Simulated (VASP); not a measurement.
A run of VASP 6.6.1 is set up as follows.

File INCAR:

```
PREC = Accurate ; ENCUT = 600
EDIFF = 1E-6 ; ISMEAR = 0
SIGMA = 0.02 ; LREAL = False
LASPH = True ; NELM = 100
ALGO = Normal ; ISIF = 3
LWAVE = False ; LCHARG = False
GGA = PE ; IBRION = 2
NSW = 100 ; EDIFFG = -0.005
```

KPOINTS

```
regular mesh
0
Gamma
  6 6 6
```

Contents of POSCAR:

```
KMgF3
1.0
    3.9784682300      0.0000000000      0.0000000000
    0.0000000000      3.9784682300      0.0000000000
    0.0000000000      0.0000000000      3.9784682300
K Mg F
1 1 3
Direct
    0.5000000000      0.5000000000      0.5000000000
    0.0000000000      0.0000000000      0.0000000000
    0.0000000000      0.5000000000      0.0000000000
    0.0000000000      0.0000000000      0.5000000000
    0.5000000000      0.0000000000      0.0000000000
```

Potentials or basis: VASP PAW PBE potentials, release 64 (K_sv, Mg, F).

Launch:

```console
$ cat potpaw_PBE.64/K_sv/POTCAR potpaw_PBE.64/Mg/POTCAR potpaw_PBE.64/F/POTCAR > POTCAR
$ mpirun -np 1 vasp_std > vasp.out
```

(1) What does it give for the relaxed volume?

(2) Estimate the band gap on the k mesh.

(3) Predict the relaxed cell.

(4) Estimate the space group after relaxing (to 0.05 Å).

Answers

(1) 13.24 Å³/atom.

(2) 6.98 eV, indirect (least direct gap 7.30 eV).

(3) a = 4.045 Å, b = 4.045 Å, c = 4.045 Å, α = 90.00°, β = 90.00°, γ = 90.00°.

(4) Pm-3m (No. 221).
